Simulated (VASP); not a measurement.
# BiIr (F-43m) in VASP: single point with PBE

Aim: the single point of BiIr with PBE.

Everything below comes from runs of VASP 6.6.1. Logs are shortened: lines on timing, memory, paths and dates and some standing lists are left out, and cuts for length are marked.

## 1. The cell of the first run

Symmetry: F-43m, No. 216, cubic system. The conventional cell has a = 6.135 Å, b = 6.135 Å, c = 6.135 Å, α = 90.00°, β = 90.00°, γ = 90.00°. Within 3.5 Å of Ir (site symmetry -43m) lie 4 Bi at 2.66 Å. Within 3.5 Å of Bi (site symmetry -43m) lie 4 Ir at 2.66 Å.

## 2. Single point, PBE, non-collinear spin, zero start, spin-orbit coupling

Input file POSCAR:

```
BiIr
1.0
    0.0000000000      3.0674769725      3.0674769725
    3.0674769725      0.0000000000      3.0674769725
    3.0674769725      3.0674769725      0.0000000000
Ir Bi
1 1
Direct
    0.0000000000      0.0000000000      0.0000000000
    0.2500000000      0.2500000000      0.2500000000
```

Input file INCAR.step1:

```
SYSTEM = BiIr
PREC     = Accurate       ! precision mode
ENCUT    = 400            ! plane-wave cutoff, eV
EDIFF    = 1E-6           ! SCF threshold, eV
ISMEAR   = 0              ! smearing method
SIGMA    = 0.05           ! smearing width, eV
LREAL    = .FALSE.        ! projectors in reciprocal space
LASPH    = .TRUE.         ! aspherical terms in the spheres
NELM     = 200            ! most SCF steps
ALGO     = Normal         ! electronic algorithm
ISIF     = 2              ! what is computed and relaxed
LWAVE    = .FALSE.        ! write WAVECAR
LCHARG   = .TRUE.         ! write CHGCAR
MAGMOM   = 0 0 0 0 0 0    ! initial moments
LSORBIT  = .TRUE.         ! spin-orbit coupling
GGA_COMPAT= .FALSE.      
LORBMOM  = .TRUE.       
LMAXMIX  = 4              ! l up to which the mixer works
GGA      = PE             ! functional
NBANDS   = 36             ! bands
NEDOS    = 2001           ! points of the DOS
LORBIT   = 11             ! projections on sites
```

Input file KPOINTS.step1:

```
regular mesh
0
G
  10 10 10
  0 0 0
```

Input file INCAR.step2:

```
SYSTEM = BiIr
PREC     = Accurate       ! precision mode
ENCUT    = 400            ! plane-wave cutoff, eV
EDIFF    = 1E-6           ! SCF threshold, eV
ISMEAR   = -5             ! smearing method
SIGMA    = 0.05           ! smearing width, eV
LREAL    = .FALSE.        ! projectors in reciprocal space
LASPH    = .TRUE.         ! aspherical terms in the spheres
NELM     = 200            ! most SCF steps
ALGO     = Normal         ! electronic algorithm
ISIF     = 2              ! what is computed and relaxed
LWAVE    = .FALSE.        ! write WAVECAR
LCHARG   = .FALSE.        ! write CHGCAR
MAGMOM   = 0 0 0 0 0 0    ! initial moments
LORBIT   = 11             ! projections on sites
LSORBIT  = .TRUE.         ! spin-orbit coupling
GGA_COMPAT= .FALSE.      
LORBMOM  = .TRUE.       
LMAXMIX  = 4              ! l up to which the mixer works
GGA      = PE             ! functional
NEDOS    = 1001           ! points of the DOS
ICHARG   = 11             ! starting density
```

Input file KPOINTS.step2:

```
regular mesh
0
G
  15 15 15
  0 0 0
```

Potentials or basis: VASP PAW PBE potentials, release 64 (Ir, Bi_d).

Launch:

```bash
$ cat potpaw_PBE.64/Ir/POTCAR potpaw_PBE.64/Bi_d/POTCAR > POTCAR
$ cp INCAR.step1 INCAR
$ cp KPOINTS.step1 KPOINTS
$ mpirun -np 1 vasp_ncl > vasp.out
$ cp INCAR.step2 INCAR
$ cp KPOINTS.step2 KPOINTS
$ mpirun -np 1 vasp_ncl > vasp.out
```

OUTCAR:

```text
SYSTEM = BiIr
   PREC = Accurate
   ENCUT = 400
   EDIFF = 1E-6
   ISMEAR = -5
   LREAL = .FALSE.
   LASPH = .TRUE.
   NELM = 200
   ISIF = 2
   LORBIT = 11
   LSORBIT = .TRUE.
   GGA = PE
   ICHARG = 11

 ion  position               nearest neighbor table
   1  0.000  0.000  0.000-   2 2.66   2 2.66   2 2.66   2 2.66
   2  0.250  0.250  0.250-   1 2.66   1 2.66   1 2.66   1 2.66

  LATTYP: Found a face centered cubic cell.
 ALAT       =     6.1349539450

  Lattice vectors:

 A1 = (   0.0000000000,   3.0674769725,   3.0674769725)
 A2 = (   3.0674769725,   0.0000000000,   3.0674769725)
 A3 = (   3.0674769725,   3.0674769725,   0.0000000000)

Analysis of symmetry for initial positions (statically):
=====================================================================
 Subroutine PRICEL returns:
 Original cell was already a primitive cell.

 Routine SETGRP: Setting up the symmetry group for a
 face centered cubic supercell.

 Subroutine GETGRP returns: Found 24 space group operations
 (whereof 24 operations were pure point group operations)
 out of a pool of 48 trial point group operations.

The static configuration has the point symmetry T_d .

Analysis of symmetry for dynamics (positions and initial velocities):
=====================================================================
 Subroutine PRICEL returns:
 Original cell was already a primitive cell.

 Routine SETGRP: Setting up the symmetry group for a
 face centered cubic supercell.

 Subroutine GETGRP returns: Found 24 space group operations
 (whereof 24 operations were pure point group operations)
 out of a pool of 48 trial point group operations.

The dynamic configuration has the point symmetry T_d .

Analysis of structural, dynamic, and magnetic symmetry:
=====================================================================
 Subroutine PRICEL returns:
 Original cell was already a primitive cell.

 Routine SETGRP: Setting up the symmetry group for a
 face centered cubic supercell.

 Subroutine GETGRP returns: Found 24 space group operations
 (whereof 24 operations were pure point group operations)
 out of a pool of 48 trial point group operations.

The overall configuration has the point symmetry T_d .

 Subroutine INISYM returns: Found 24 space group operations
 (whereof 24 operations are pure point group operations),
 and found     1 'primitive' translations

----------------------------------------------------------------------------------------

                                     Primitive cell

  volume of cell :      57.7263

  direct lattice vectors                    reciprocal lattice vectors
     0.000000000  3.067476973  3.067476973    -0.163000409  0.163000409  0.163000409
     3.067476973  0.000000000  3.067476973     0.163000409 -0.163000409  0.163000409
     3.067476973  3.067476973  0.000000000     0.163000409  0.163000409 -0.163000409

  length of vectors
     4.338067537  4.338067537  4.338067537     0.282324989  0.282324989  0.282324989

  position of ions in fractional coordinates (direct lattice)
     0.000000000  0.000000000  0.000000000
     0.250000000  0.250000000  0.250000000

  ion indices of the primitive-cell ions
   primitive index   ion index
                 1           1
                 2           2

----------------------------------------------------------------------------------------

 KPOINTS: regular mesh

Automatic generation of k-mesh.
 Grid dimensions read from file:
 generate k-points for:   15   15   15

 Generating k-lattice:

  Cartesian coordinates                     Fractional coordinates (reciprocal lattice)
    -0.010866694  0.010866694  0.010866694     0.066666667  0.000000000  0.000000000
     0.010866694 -0.010866694  0.010866694     0.000000000  0.066666667  0.000000000
     0.010866694  0.010866694 -0.010866694     0.000000000  0.000000000  0.066666667

[... 92 lines left out ...]
 maximum number of plane-waves:      2134

 number of electron      24.0000010 magnetization      -0.0000000     -0.0000000     -0.0000000

 Free energy of the ion-electron system (eV)
  ---------------------------------------------------
  ext. energy  EPLUGINS =         0.00000000
  ---------------------------------------------------
  free energy    TOTEN  =       -12.50365783 eV

  energy without entropy =      -12.50365783  energy(sigma->0) =      -12.50365783

 E-fermi :   5.2444     XC(G=0):  -9.9099

 val. band max:        5.2802490304   @ k =   0.3333   0.3333   0.0000
 cond. band min:       5.2419231773   @ k =   0.2667  -0.3333  -0.1333
 fundamental gap:     -0.0383258531
 Fermi energy:         5.2444154601

 k-point     1 :       0.0000    0.0000    0.0000
  band No.  band energies     occupation
      1     -18.9651      1.00000
      2     -18.9651      1.00000
      3     -18.9651      1.00000
      4     -18.9651      1.00000
      5     -16.0385      1.00000
      6     -16.0385      1.00000
[... 829 lines left out ...]
     31      12.4535      0.00000
     32      12.6481      0.00000

 [... further k-points ...]

------------------------ aborting loop because EDIFF is reached ----------------------------------------

  FORCE on cell =-STRESS in cart. coord.  units (eV):
  Direction    XX          YY          ZZ          XY          YZ          ZX
  --------------------------------------------------------------------------------------
  -------------------------------------------------------------------------------------
  Total        0.1473779      0.1473779      0.1473779      0.0000000     -0.0000000      0.0000000
  in kB        4.0904294      4.0904294      4.0904294      0.0000000     -0.0000000      0.0000000
  external PRESSURE =       4.0904294 kB  Pullay stress =       0.0000000 kB

 VOLUME and BASIS-vectors are now :
 -----------------------------------------------------------------------------
  energy-cutoff  :      400.00
  volume of cell :       57.73
      direct lattice vectors                 reciprocal lattice vectors
     0.000000000  3.067476973  3.067476973    -0.163000409  0.163000409  0.163000409
     3.067476973  0.000000000  3.067476973     0.163000409 -0.163000409  0.163000409
     3.067476973  3.067476973  0.000000000     0.163000409  0.163000409 -0.163000409

 POSITION                                       TOTAL-FORCE (eV/Angst)
 -----------------------------------------------------------------------------------
      0.00000      0.00000      0.00000         0.000000      0.000000      0.000000
      1.53374      1.53374      1.53374        -0.000000     -0.000000     -0.000000
 -----------------------------------------------------------------------------------
    total drift:                               -0.000000     -0.000000     -0.000000

  FREE ENERGIE OF THE ION-ELECTRON SYSTEM (eV)
  ---------------------------------------------------
  free  energy   TOTEN  =       -12.5036578276 eV

  energy  without entropy=      -12.5036578276  energy(sigma->0) =      -12.50365783

 orbital moment (x)

 # of ion     p       d       tot
 ----------------------------------------
  1         0.000  -0.000  -0.000
  2        -0.000  -0.000  -0.000
 ----------------------------------------
            0.000  -0.000  -0.000

 orbital moment (y)

 # of ion     p       d       tot
 ----------------------------------------
  1         0.000  -0.000  -0.000
  2        -0.000  -0.000  -0.000
 ----------------------------------------
           -0.000  -0.000  -0.000

 orbital moment (z)

 # of ion     p       d       tot
 ----------------------------------------
  1         0.000   0.000   0.000
  2         0.000   0.000   0.000
 ----------------------------------------
            0.000   0.000   0.000

 Spin-Orbit-Coupling matrix elements

 Ion:    1  E_soc:     -0.7055875
 l=   1
     0.0000000    -0.0144002    -0.0144002
    -0.0144002     0.0000000    -0.0144002
    -0.0144002    -0.0144002     0.0000000
 l=   2
     0.0000000    -0.0227579     0.0000000    -0.0227579    -0.0804398
    -0.0227579     0.0000000    -0.0603299    -0.0227579    -0.0201100
     0.0000000    -0.0603299     0.0000000    -0.0603299     0.0000000
    -0.0227579    -0.0227579    -0.0603299     0.0000000    -0.0201100
    -0.0804398    -0.0201100     0.0000000    -0.0201100     0.0000000
 l=   3
     0.0000000     0.0000000     0.0000000     0.0000000     0.0000000     0.0000000     0.0000000
     0.0000000     0.0000000     0.0000000     0.0000000     0.0000000     0.0000000     0.0000000
     0.0000000     0.0000000     0.0000000     0.0000000     0.0000000     0.0000000     0.0000000
     0.0000000     0.0000000     0.0000000     0.0000000     0.0000000     0.0000000     0.0000000
     0.0000000     0.0000000     0.0000000     0.0000000     0.0000000     0.0000000     0.0000000
     0.0000000     0.0000000     0.0000000     0.0000000     0.0000000     0.0000000     0.0000000
     0.0000000     0.0000000     0.0000000     0.0000000     0.0000000     0.0000000     0.0000000

 Ion:    2  E_soc:     -1.4669748
 l=   1
     0.0000000    -0.1779163    -0.1779163
    -0.1779163     0.0000000    -0.1779163
    -0.1779163    -0.1779163     0.0000000
 l=   2
     0.0000000    -0.0136812     0.0000000    -0.0136812    -0.0528983
    -0.0136812     0.0000000    -0.0396737    -0.0136812    -0.0132246
     0.0000000    -0.0396737     0.0000000    -0.0396737     0.0000000
    -0.0136812    -0.0136812    -0.0396737     0.0000000    -0.0132246
    -0.0528983    -0.0132246     0.0000000    -0.0132246     0.0000000
 l=   3
     0.0000000     0.0000000     0.0000000     0.0000000     0.0000000     0.0000000     0.0000000
     0.0000000     0.0000000     0.0000000     0.0000000     0.0000000     0.0000000     0.0000000
     0.0000000     0.0000000     0.0000000     0.0000000     0.0000000     0.0000000     0.0000000
     0.0000000     0.0000000     0.0000000     0.0000000     0.0000000     0.0000000     0.0000000
     0.0000000     0.0000000     0.0000000     0.0000000     0.0000000     0.0000000     0.0000000
     0.0000000     0.0000000     0.0000000     0.0000000     0.0000000     0.0000000     0.0000000
     0.0000000     0.0000000     0.0000000     0.0000000     0.0000000     0.0000000     0.0000000

 total charge

# of ion       s       p       d       tot
------------------------------------------
    1        0.656   0.315   7.235   8.206
    2        1.439   1.479   9.994  12.912
--------------------------------------------------
tot          2.095   1.794  17.229  21.118

 magnetization (x)

# of ion       s       p       d       tot
------------------------------------------
    1       -0.000   0.000   0.000   0.000
    2        0.000  -0.000  -0.000  -0.000
--------------------------------------------------
tot         -0.000  -0.000   0.000   0.000

 magnetization (y)

# of ion       s       p       d       tot
------------------------------------------
    1        0.000   0.000  -0.000  -0.000
    2       -0.000  -0.000   0.000  -0.000
--------------------------------------------------
tot         -0.000  -0.000  -0.000  -0.000

 magnetization (z)

# of ion       s       p       d       tot
------------------------------------------
    1        0.000  -0.000   0.000   0.000
    2       -0.000   0.000  -0.000   0.000
--------------------------------------------------
tot          0.000   0.000   0.000   0.000
```

Run time: 3.7 min. Hardware: 1 thread of Intel Xeon 6975P-C (Granite Rapids), shared host; peak memory 0.5 GiB.

What came out:

| Quantity | Value |
| --- | --- |
| Net moment | 0.00 μB per cell |
| Valence electrons inside the program's atomic spheres | Ir 8.21; Bi 12.91 |

Moments on the atoms (μB; x, y, z):
```
Ir  0.00 0.00 0.00
Bi  0.00 0.00 0.00
```
